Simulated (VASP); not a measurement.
# ZnCu2SnSe4 (P1) in VASP: single point with PBE

Aim: the single point of ZnCu2SnSe4 with PBE.

Program: VASP 6.6.1. These are calculated values, not measurements. Logs are shortened: lines on timing, memory, paths and dates and some standing lists are left out, and cuts for length are marked.

## Step 1: The cell of the first run

The typed cell holds 8 atoms: a = 5.541 Å, b = 5.535 Å, c = 6.774 Å, α = 65.96°, β = 65.86°, γ = 90.03°.

## Step 2: Single point, PBE

The input, POSCAR:

```
ZnCu2SnSe4
1.0
   -0.0015010000      5.5405500000     -0.0010920000
    5.5345700000     -0.0015010000      0.0030530000
    2.7634920000      2.7706130000     -5.5298490000
Sn Se Cu Zn
1 4 2 1
Direct
    0.5103830000      0.5003430000      0.0075710000
    0.6352480000      0.6078390000      0.2741820000
    0.3967130000      0.9051110000      0.7289890000
    0.0838240000      0.1024420000      0.2821900000
    0.8958360000      0.3894880000      0.7413540000
    0.7552860000      0.2398970000      0.5329470000
    0.2261930000      0.7451960000      0.5170030000
    0.9941690000      0.0091980000      0.0013710000
```

The input, INCAR.step1:

```
PREC = Accurate
ENCUT = 520
EDIFF = 1E-7
ISMEAR = -1
SIGMA = 0.1
LREAL = False
LASPH = True
NELM = 100
ALGO = Normal
ISIF = 2
LWAVE = False
LCHARG = True
LMAXMIX = 4
GGA = PE
NBANDS = 46
```

The input, KPOINTS.step1:

```
Automatic mesh
0
Gamma
  4 4 3
  0.5 0.5 0
```

The input, INCAR.step2:

```
PREC = Accurate
ENCUT = 520
EDIFF = 1E-7
ISMEAR = -5
SIGMA = 0.1
LREAL = False
LASPH = True
NELM = 100
ALGO = Normal
ISIF = 2
LWAVE = False
LCHARG = False
LMAXMIX = 4
GGA = PE
LORBIT = 11
NEDOS = 1001
ICHARG = 11
```

The input, KPOINTS.step2:

```
Automatic mesh
0
Gamma
  6 6 5
```

Potentials or basis: VASP PAW PBE potentials, release 64 (Sn_d, Se, Cu, Zn).

Command:

```sh
$ cat potpaw_PBE.64/Sn_d/POTCAR potpaw_PBE.64/Se/POTCAR potpaw_PBE.64/Cu/POTCAR potpaw_PBE.64/Zn/POTCAR > POTCAR
$ cp INCAR.step1 INCAR
$ cp KPOINTS.step1 KPOINTS
$ mpirun -np 1 vasp_std > vasp.out
$ cp INCAR.step2 INCAR
$ cp KPOINTS.step2 KPOINTS
$ mpirun -np 1 vasp_std > vasp.out
```

OUTCAR:

```text
PREC = Accurate
   ENCUT = 520
   EDIFF = 1E-7
   ISMEAR = -5
   LREAL = False
   LASPH = True
   NELM = 100
   ISIF = 2
   GGA = PE
   LORBIT = 11
   ICHARG = 11

 ion  position               nearest neighbor table
   1  0.510  0.500  0.008-   5 2.44   2 2.45   3 2.55   4 2.64
   2  0.635  0.608  0.274-   6 2.39   8 2.44   1 2.45   7 2.53
   3  0.397  0.905  0.729-   6 2.23   7 2.43   8 2.49   1 2.55
   4  0.084  0.102  0.282-   6 2.30   7 2.35   8 2.39   1 2.64
   5  0.896  0.389  0.741-   7 2.20   6 2.27   8 2.37   1 2.44
   6  0.755  0.240  0.533-   3 2.23   5 2.27   4 2.30   2 2.39
   7  0.226  0.745  0.517-   5 2.20   4 2.35   3 2.43   2 2.53
   8  0.994  0.009  0.001-   5 2.37   4 2.39   2 2.44   3 2.49

  LATTYP: Found a triclinic cell.
 ALAT       =     6.7805968655
 B/A-ratio  =     0.9995564432
 C/A-ratio  =     1.1552695998
 COS(alpha) =     0.0002390348
 COS(beta)  =     0.5784971005
 COS(gamma) =     0.6660107335

  Lattice vectors:

 A1 = (  -2.7710780000,   2.7721140000,  -5.5329020000)
 A2 = (  -2.7695770000,  -2.7684360000,  -5.5318100000)
 A3 = (  -5.5360710000,   5.5420510000,  -0.0041450000)

Analysis of symmetry for initial positions (statically):
=====================================================================
 Subroutine PRICEL returns:
 Original cell was already a primitive cell.

 Routine SETGRP: Setting up the symmetry group for a
 triclinic supercell.

 Subroutine GETGRP returns: Found  1 space group operations
 (whereof  1 operations were pure point group operations)
 out of a pool of  2 trial point group operations.

The static configuration has the point symmetry C_1 .

Analysis of symmetry for dynamics (positions and initial velocities):
=====================================================================
 Subroutine PRICEL returns:
 Original cell was already a primitive cell.

 Routine SETGRP: Setting up the symmetry group for a
 triclinic supercell.

 Subroutine GETGRP returns: Found  1 space group operations
 (whereof  1 operations were pure point group operations)
 out of a pool of  2 trial point group operations.

The dynamic configuration has the point symmetry C_1 .

 Subroutine INISYM returns: Found  1 space group operations
 (whereof  1 operations are pure point group operations),
 and found     1 'primitive' translations

----------------------------------------------------------------------------------------

                                     Primitive cell

  volume of cell :     169.6004

  direct lattice vectors                    reciprocal lattice vectors
    -0.001501000  5.540550000 -0.001092000    -0.000000934  0.180505321  0.090437878
     5.534570000 -0.001501000  0.003053000     0.180632715  0.000066734  0.090303000
     2.763492000  2.770613000 -5.529849000     0.000099727 -0.000035608 -0.180804768

  length of vectors
     5.540550311  5.534571046  6.774394024     0.201893984  0.201947553  0.180804799

  position of ions in fractional coordinates (direct lattice)
     0.510383000  0.500343000  0.007571000
     0.635248000  0.607839000  0.274182000
     0.396713000  0.905111000  0.728989000
     0.083824000  0.102442000  0.282190000
     0.895836000  0.389488000  0.741354000
     0.755286000  0.239897000  0.532947000
     0.226193000  0.745196000  0.517003000
     0.994169000  0.009198000  0.001371000

  ion indices of the primitive-cell ions
   primitive index   ion index
                 1           1
                 2           2
                 3           3
                 4           4
                 5           5
                 6           6
                 7           7
                 8           8

----------------------------------------------------------------------------------------

 KPOINTS: Automatic mesh

Automatic generation of k-mesh.
 Grid dimensions read from file:
 generate k-points for:    6    6    5

 Generating k-lattice:

  Cartesian coordinates                     Fractional coordinates (reciprocal lattice)
    -0.000000156  0.030084220  0.015072980     0.166666667  0.000000000  0.000000000
     0.030105452  0.000011122  0.015050500     0.000000000  0.166666667 -0.000000000
     0.000019945 -0.000007122 -0.036160954     0.000000000  0.000000000  0.200000000

  Length of vectors
     0.033648997  0.033657925  0.036160960

  Shift w.r.t. Gamma in fractional coordinates (k-lattice)
     0.000000000  0.000000000  0.000000000

 TETIRR: Found    540 inequivalent tetrahedra from     1080

 Subroutine IBZKPT returns following result:
 ===========================================

 Found     92 irreducible k-points:

 Following reciprocal coordinates:
            Coordinates               Weight
  0.000000  0.000000  0.000000      1.000000
  0.166667  0.000000  0.000000      2.000000
  0.333333  0.000000  0.000000      2.000000
  0.500000  0.000000  0.000000      1.000000
 -0.000000  0.166667  0.000000      2.000000
  0.166667  0.166667 -0.000000      2.000000
[... 16 lines left out ...]
  0.333333  0.000000  0.200000      2.000000
  0.500000  0.000000  0.200000      2.000000
 [... further k-points ...]
   k-points           NKPTS =     92   k-points in BZ     NKDIM =     92   number of bands    NBANDS=     43
   number of dos      NEDOS =   1001   number of ions     NIONS =      8
   total plane-waves  NPLWV =  88200
   dimension x,y,z NGX =    42 NGY =   42 NGZ =   50
   dimension x,y,z NGXF=    84 NGYF=   84 NGZF=  100
   ions per type =               1   4   2   1
   NGX,Y,Z   is equivalent  to a cutoff of  12.60, 12.62, 12.27 a.u.
   NGXF,Y,Z  is equivalent  to a cutoff of  25.20, 25.23, 24.54 a.u.
 SYSTEM =  unknown system
   PREC   = accura    normal or accurate (medium, high low for compatibility)
   ISTART =      0    job   : 0-new  1-cont  2-samecut
   ICHARG =     11    charge: 1-file 2-atom 10-const
   ISPIN  =      1    spin polarized calculation?
   LNONCOLLINEAR =      F non collinear calculations
   LSORBIT =      F    spin-orbit coupling
   LASPH  =      T    aspherical Exc in radial PAW
   ENCUT  =  520.0 eV  38.22 Ry    6.18 a.u.  10.30 10.29 12.60*2*pi/ulx,y,z
   NELM   =    100;   NELMIN=  2; NELMDL=  0     # of ELM steps
   EDIFF  = 0.1E-06   stopping-criterion for ELM
   LREAL  =      F    real-space projection
   EDIFFG = 0.1E-05   stopping-criterion for IOM
   NSW    =      0    number of steps for IOM
   IBRION =     -1    ionic relax: 0-MD 1-quasi-New 2-CG
   NFREE  =      0    steps in history (QN), initial steepest desc. (CG)
   ISIF   =      2    stress and relaxation
   ISYM   =      2    0-nonsym 1-usesym 2-fastsym
   POTIM  = 0.5000    time-step for ionic-motion
   TEBEG  =    0.0;   TEEND  =   0.0 temperature during run
   PSTRESS=    0.0 pullay stress
   NELECT =      72.0000    total number of electrons
   NUPDOWN=      -1.0000    fix difference up-down
   EMIN   =  10.00;   EMAX   =-10.00  energy-range for DOS
   EFERMI =   0.00;   METHOD = LEGACY
   ISMEAR =    -5;   SIGMA  =   0.10  broadening in eV -4-tet -1-fermi 0-gaus
   EFERMI_NEDOS =   21; number of points for ismear=-14 and -15
   IALGO  =     38    algorithm
   IMIX   =      4    mixing-type and parameters
     AMIX     =   0.40;   BMIX     =  1.00
     AMIX_MAG =   1.60;   BMIX_MAG =  1.00
  volume/ion in A,a.u.               =      21.20       143.06
  Fermi-wavevector in a.u.,A,eV,Ry     =   1.230392  2.325103 20.597365  1.513864
  Thomas-Fermi vector in A             =   2.365242
   LORBIT       =     11    0 simple, 1 ext, 2 COOP (PROOUT), +10 PAW based schemes
   GGA     = PE    functional components
   LHFCALC =     F    Hartree Fock is set to
   AEXX    =    0.0000 exact exchange contribution
   IVDW    =     0    specifies the selected vdW correction
   LEPSILON=     F    determine dielectric tensor
   LRPA    =     F    only Hartree local field effects (RPA)
 non-spin polarized calculation
 Fermi weights with tetrahedron method with Bloechl corrections
  energy-cutoff  :      520.00
  volume of cell :      169.60
 maximum number of plane-waves:      4591
 NGX is ok and might be reduce to    42

 number of electron      71.9999996 magnetization

 Free energy of the ion-electron system (eV)
  ---------------------------------------------------
  ext. energy  EPLUGINS =         0.00000000
  ---------------------------------------------------
  free energy    TOTEN  =       -28.54860532 eV

  energy without entropy =      -28.54860532  energy(sigma->0) =      -28.54860532

 E-fermi :   4.8646     XC(G=0):  -9.8592

 val. band max:        4.8531189127   @ k =   0.0000   0.0000   0.0000
 cond. band min:       4.8740840430   @ k =   0.0000   0.0000   0.0000
 fundamental gap:      0.0209651303
 Fermi energy:         4.8646322780

 k-point     1 :       0.0000    0.0000    0.0000
  band No.  band energies     occupation
      1     -17.6009      2.00000
      2     -17.5729      2.00000
      3     -17.5313      2.00000
      4     -17.4940      2.00000
      5     -17.4768      2.00000
      6     -10.1647      2.00000
[... 35 lines left out ...]
     42       8.6979      0.00000
     43       9.5391      0.00000

 k-point     2 :       0.1667    0.0000    0.0000
  band No.  band energies     occupation
      1     -17.6010      2.00000
      2     -17.5729      2.00000
      3     -17.5314      2.00000
      4     -17.4940      2.00000
      5     -17.4767      2.00000
      6     -10.0768      2.00000
[... 1004 lines left out ...]
 k-point    24 :       0.5000    0.0000    0.2000
  band No.  band energies     occupation
      1     -17.6014      2.00000
      2     -17.5730      2.00000
      3     -17.5316      2.00000
      4     -17.4939      2.00000
      5     -17.4762      2.00000
      6      -9.6732      2.00000
[... 35 lines left out ...]
     42       9.8209      0.00000
     43      10.0337      0.00000

 [... further k-points ...]

------------------------ aborting loop because EDIFF is reached ----------------------------------------

  FORCE on cell =-STRESS in cart. coord.  units (eV):
  Direction    XX          YY          ZZ          XY          YZ          ZX
  --------------------------------------------------------------------------------------
  -------------------------------------------------------------------------------------
  Total       11.1796595     10.6369373     11.1085859      1.4925502      0.2273217     -0.3419896
  in kB      105.6117660    100.4847896    104.9403497     14.0997912      2.1474579     -3.2307003
  external PRESSURE =     103.6789684 kB  Pullay stress =       0.0000000 kB

 VOLUME and BASIS-vectors are now :
 -----------------------------------------------------------------------------
  energy-cutoff  :      520.00
  volume of cell :      169.60
      direct lattice vectors                 reciprocal lattice vectors
    -0.001501000  5.540550000 -0.001092000    -0.000000934  0.180505321  0.090437878
     5.534570000 -0.001501000  0.003053000     0.180632715  0.000066734  0.090303000
     2.763492000  2.770613000 -5.529849000     0.000099727 -0.000035608 -0.180804768

 POSITION                                       TOTAL-FORCE (eV/Angst)
 -----------------------------------------------------------------------------------
      2.78934      2.84803     -0.04090        -0.101750     -1.658922     -0.608425
      4.12087      4.27836     -1.51502         1.123648      0.126805     -0.779051
      7.02336      4.21640     -4.02887        -0.499299     -1.171346     -0.556888
      1.34668      1.24612     -1.56025         0.118730      0.965263      0.489401
      4.20303      7.01684     -4.09936        -1.111572      0.293900      0.124811
      2.79939      5.66093     -2.94721         0.358578      0.041203      0.531125
      5.55273      2.68453     -2.85692         0.647713      1.103018      0.850720
      0.05320      5.51203     -0.00864        -0.536049      0.300079     -0.051694
 -----------------------------------------------------------------------------------
    total drift:                               -0.000473     -0.000739      0.001728

  FREE ENERGIE OF THE ION-ELECTRON SYSTEM (eV)
  ---------------------------------------------------
  free  energy   TOTEN  =       -28.5486053237 eV

  energy  without entropy=      -28.5486053237  energy(sigma->0) =      -28.54860532

 total charge

# of ion       s       p       d       tot
------------------------------------------
    1        1.140   1.153  10.087  12.380
    2        1.454   2.406   0.050   3.910
    3        1.449   2.404   0.059   3.912
    4        1.451   2.397   0.057   3.905
    5        1.443   2.471   0.082   3.996
    6        0.430   0.460   9.266  10.155
    7        0.401   0.395   9.271  10.066
    8        0.560   0.482   9.787  10.829
--------------------------------------------------
tot          8.328  12.167  38.659  59.154
```

Run time: 8.5 min. Hardware: 1 thread of AMD EPYC 9R45 (Zen 5), shared host; peak memory 0.72 GiB.

Results:

| Property | Result |
| --- | --- |
| Valence electrons inside the program's atomic spheres | Sn 12.38; Se 3.91, 3.90, 4.00 (each value once); Cu 10.15, 10.07; Zn 10.83 |

Levels at points of the mesh, in eV from the valence-band top:
| k point | band 34 | band 35 | band 36 | band 37 | band 38 | band 39 |
| --- | --- | --- | --- | --- | --- | --- |
| (0.00, 0.00, 0.00) | -0.08 | -0.01 | 0.00 | 0.02 | 1.57 | 2.82 |
| (0.50, 0.00, 0.00) | -1.42 | -1.14 | -0.90 | 1.70 | 3.03 | 3.17 |
| (0.00, 0.50, 0.00) | -1.39 | -1.10 | -0.91 | 1.69 | 2.86 | 3.37 |
| (0.50, 0.50, 0.00) | -0.70 | -0.62 | -0.51 | 0.35 | 2.18 | 2.52 |

Caveat: spin-orbit coupling is left out, which moves the levels of the heavy elements.
